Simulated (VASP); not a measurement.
A run of VASP 6.6.1:

File POSCAR:

```
InP
1.0
    0.0000000000      2.9305000000      2.9305000000
    2.9305000000      0.0000000000      2.9305000000
    2.9305000000      2.9305000000      0.0000000000
In P
1 1
Direct
    0.0000000000      0.0000000000      0.0000000000
    0.2500000000      0.2500000000      0.2500000000
```

File INCAR.step1:

```
SYSTEM = InP
PREC = Accurate
ENCUT = 550
ISMEAR = -1
SIGMA = 0.02
LREAL = .FALSE.
LASPH = .TRUE.
NELM = 120
NBANDS = 16
GGA = PE
ALGO = Normal
EDIFF = 1E-5
LWAVE = .TRUE.
LCHARG = .FALSE.
GGA_COMPAT = .FALSE.
```

File INCAR.step2:

```
SYSTEM = InP
PREC = Accurate
ENCUT = 550
EDIFF = 1E-6
ISMEAR = -1
SIGMA = 0.02
LREAL = .FALSE.
LASPH = .TRUE.
NELM = 120
ALGO = Normal
ISIF = 2
LWAVE = .FALSE.
LCHARG = .TRUE.
METAGGA = R2SCAN
LMIXTAU = .TRUE.
LELF = .TRUE.
LVHAR = .TRUE.
NBANDS = 16
ISTART = 1
GGA_COMPAT = .FALSE.
```

KPOINTS

```
regular mesh
0
G
  4 4 4
  0 0 0
```

Potentials or basis: VASP PAW PBE potentials, release 64 (In_d, P).

The run is started by

```sh
$ cat potpaw_PBE.64/In_d/POTCAR potpaw_PBE.64/P/POTCAR > POTCAR
$ cp INCAR.step1 INCAR
$ mpirun -np 1 vasp_std > vasp.out
$ cp INCAR.step2 INCAR
$ mpirun -np 1 vasp_std > vasp.out
```

Hardware: 1 thread of AMD EPYC 7R13 Processor (Zen 3) (shared host).

**Question.** How long does it take, and how much memory?

**Answer.** Run time: 27 s on 1 thread of AMD EPYC 7R13 Processor (Zen 3) (shared host), peak memory 0.15 GiB. Counts: k points 8.
